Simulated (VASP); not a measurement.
Crystal: Ru.

```
CELL_PARAMETERS angstrom
2.74141 0.00000 0.00000
-1.37070 2.37413 0.00000
0.00000 0.00000 4.33825
ATOMIC_POSITIONS crystal
Ru 0.66667 0.33333 0.75000
Ru 0.33333 0.66667 0.25000
```

Base run:

```yaml
Program: VASP 6.6.1
Functional: r2SCAN
Potentials_or_basis: VASP PAW PBE potentials, release 64 (Ru_sv)
Cutoff: 620 eV
k_mesh: 11 × 11 × 6
Occupations: fermi-dirac, width 0.05 eV
Spin: no spin polarisation
```

Its results: band gap on the k mesh zero (bands 16 and 17 overlap by 3.01 eV); pressure -13.6 GPa.

Question: The run is repeated on the same cell with these changes: functional from r2SCAN to BHLYP; cutoff from 620 eV to 420 eV; k mesh from 11 × 11 × 6 to 6 × 6 × 3. What comes out?

Answer: Band gap on the k mesh zero (bands 16 and 17 overlap by 5.93 eV); pressure -21.6 GPa.

Several settings changed at once.

Caveats: some runs use coarse meshes; the PAW data sets were made with another functional, which shifts forces and pressure a little; the cell stands under tension (at least some runs).
